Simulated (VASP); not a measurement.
A run of VASP 6.6.1:

POSCAR

```
ZnO
1.0
    0.0000000000      2.0104384674      2.0104384674
    2.0104384674      0.0000000000      2.0104384674
    2.0104384674      2.0104384674      0.0000000000
Zn O
1 1
Direct
    0.0000000000      0.0000000000      0.0000000000
    0.5000000000      0.5000000000      0.5000000000
```

The input INCAR.step1:

```
SYSTEM = ZnO
PREC     = Accurate       ! precision mode
ENCUT    = 520            ! plane-wave cutoff, eV
ISMEAR   = 0              ! smearing method
SIGMA    = 0.01           ! smearing width, eV
LREAL    = .FALSE.        ! projectors in reciprocal space
LASPH    = .TRUE.         ! aspherical terms in the spheres
NELM     = 100            ! most SCF steps
NBANDS   = 16             ! bands
GGA      = PE             ! functional
ALGO     = Normal         ! electronic algorithm
EDIFF    = 1E-4           ! SCF threshold, eV
LWAVE    = .TRUE.         ! write WAVECAR
LCHARG   = .FALSE.        ! write CHGCAR
```

INCAR.step2

```
SYSTEM = ZnO
PREC     = Accurate       ! precision mode
ENCUT    = 520            ! plane-wave cutoff, eV
EDIFF    = 1E-6           ! SCF threshold, eV
ISMEAR   = 0              ! smearing method
SIGMA    = 0.01           ! smearing width, eV
LREAL    = .FALSE.        ! projectors in reciprocal space
LASPH    = .TRUE.         ! aspherical terms in the spheres
NELM     = 100            ! most SCF steps
ALGO     = Normal         ! electronic algorithm
ISIF     = 2              ! what is computed and relaxed
LWAVE    = .FALSE.        ! write WAVECAR
LCHARG   = .FALSE.        ! write CHGCAR
METAGGA  = R2SCAN         ! meta-GGA
LMIXTAU  = .TRUE.       
NBANDS   = 16             ! bands
ISTART   = 1
```

Contents of KPOINTS:

```
Automatic mesh
0
G
  10 10 10
  0 0 0
```

Potentials or basis: VASP PAW PBE potentials, release 64 (Zn, O).

Command:

```console
$ cat potpaw_PBE.64/Zn/POTCAR potpaw_PBE.64/O/POTCAR > POTCAR
$ cp INCAR.step1 INCAR
$ mpirun -np 1 vasp_std > vasp.out
$ cp INCAR.step2 INCAR
$ mpirun -np 1 vasp_std > vasp.out
```

Hardware: 1 thread of AMD EPYC 7R13 Processor (Zen 3) (shared host).

Q: How long does it take, and how much memory?

A: Wall time 54 s on 1 thread of AMD EPYC 7R13 Processor (Zen 3) (shared host), peak memory 0.12 GiB. Counts: k points 47.
